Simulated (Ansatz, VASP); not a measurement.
One calculation of La, two programs

INCAR

```
SYSTEM = La
ALGO = Normal ; EDIFF = 1E-6
ENCUT = 520 ; GGA = CA
ISIF = 2 ; ISMEAR = -1
LASPH = .True. ; LCHARG = .True.
LELF = .True. ; LREAL = .False.
LVHAR = .True. ; LWAVE = .False.
NBANDS = 30 ; NELM = 80
PREC = Accurate ; SIGMA = 0.05
```

The input KPOINTS:

```
k-points
0
Gamma
  16 16 5
  0 0 0
```

File POSCAR:

```
La
1.0
    3.5936932879      0.0000000000      0.0000000000
   -1.7968466440      3.1122296807      0.0000000000
    0.0000000000      0.0000000000     11.5207997768
La
4
Direct
    0.0000000000      0.0000000000      0.0000000000
    0.0000000000      0.0000000000      0.5000000000
    0.3333333333      0.6666666667      0.7500000000
    0.6666666667      0.3333333333      0.2500000000
```

Input for Ansatz:

```yaml
crystal:
  lattice:
    - [3.5936932879, 0.0, 0.0]
    - [-1.796846644, 3.1122296807, 0.0]
    - [0.0, 0.0, 11.5207997768]
  atoms:
    - { symbol: La, position: [0.0, 0.0, 0.0] }
    - { symbol: La, position: [0.0, 0.0, 0.5] }
    - { symbol: La, position: [0.3333333333, 0.6666666667, 0.75] }
    - { symbol: La, position: [0.6666666667, 0.3333333333, 0.25] }
kpoints:
  mp_grid: { grid: [16, 16, 5] }
scf:
  occupations: { method: fermi_dirac, width: 0.05 }
hamiltonian:
  xc: lda
  pseudopotentials: { kind: all_electron, lapw: { basis_error: 0.0005 } }
output:
  forces: true
  stress: true
  eigenvalues: true
```

Alike in both runs: task single point; functional LDA; k mesh 16 × 16 × 5; occupations fermi-dirac, width 0.05 eV; no spin polarisation.

|  | VASP | Ansatz |
| --- | --- | --- |
| version | VASP 6.6.1 | Ansatz 0.2.0 |
| potentials or method | VASP PAW LDA potentials, release 64 (La), cutoff 520 eV | all-electron LAPW, scalar-relativistic |

|  | VASP | Ansatz | Ansatz less VASP |
| --- | --- | --- | --- |
| pressure (GPa) | -0.1 | 0.0 | +0.14 |

LDA's correlation is that of Perdew and Zunger in VASP and of Perdew and Wang (1992) in Ansatz. Ansatz ran all-electron here, and VASP with PAW potentials.

Neither program's run includes spin-orbit coupling.
